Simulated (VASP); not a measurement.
Input of a VASP 6.6.1 run:

Contents of INCAR:

```
ALGO = Normal
DIPOL = 0.5 0.5 0.355
EDIFF = 1E-6
ENCUT = 520
IDIPOL = 3
ISIF = 2
ISMEAR = 0
LASPH = T
LCHARG = F
LDIPOL = T
LREAL = Auto
LWAVE = F
NBANDS = 115
NELM = 100
PREC = Accurate
SIGMA = 0.05
```

File KPOINTS:

```
k-points
0
Gamma
  6 3 1
```

File POSCAR:

```
Ge7H2
1.0
    3.9752292141      0.0000000000      0.0000000000
    0.0000000000      7.9504584281      0.0000000000
    0.0000000000      0.0000000000     22.1891745247
Ge H
14 4
Direct
    0.0000000000      0.2500000000      0.2211186323
    0.0000000000      0.7500000000      0.2211186323
    0.0000000000      0.5000000000      0.2844583372
    0.0000000000      0.0000000000      0.2844583372
    0.5000000000      0.5000000000      0.3477980422
    0.5000000000      0.0000000000      0.3477980422
    0.5000000000      0.7529728335      0.4099039792
    0.5000000000      0.2480073611      0.4060739231
    0.0000000000      0.7550601846      0.4719152646
    0.0000000000      0.2413775925      0.4648638322
    0.0000000000      0.0006481945      0.5369082693
    0.0000000000      0.4937126649      0.5246406477
    0.5000000000      0.1364859910      0.5695623682
    0.5000000000      0.4383975912      0.5797925820
   -0.3085651772      0.2500000000      0.1796750369
    0.3085651772      0.2500000000      0.1796750369
    0.3079205199      0.7500000000      0.1794214520
   -0.3079205199      0.7500000000      0.1794214520
```

Potentials or basis: VASP PAW LDA potentials, release 64 (Ge_d, H).

The run is started by

```console
$ cat potpaw_LDA.64/Ge_d/POTCAR potpaw_LDA.64/H/POTCAR > POTCAR
$ mpirun -np 1 vasp_std > vasp.out
```

Q: What does it give for the largest force?

A: 1.057 eV/Å.

Q: Estimate the band gap on the k mesh.

A: Zero (bands 100 and 101 overlap by 0.25 eV).

Forces in eV/Å, atoms in the order of the input:
```
Ge   0.000 -0.043  0.363
Ge   0.000  0.032  0.256
Ge   0.000  0.171 -0.272
Ge   0.000 -0.155 -0.262
Ge   0.000  0.171 -0.429
Ge   0.000 -0.173 -0.813
Ge   0.000  0.000  0.000
Ge   0.000 -0.003  0.004
Ge   0.000  0.000  0.010
Ge   0.000 -0.002 -0.006
Ge   0.000 -0.003  0.011
Ge   0.000 -0.004  0.008
Ge   0.000 -0.001  0.111
Ge   0.000  0.007  1.057
H   -0.014  0.016 -0.014
H    0.014  0.016 -0.014
H    0.004 -0.015 -0.006
H   -0.004 -0.015 -0.006
```
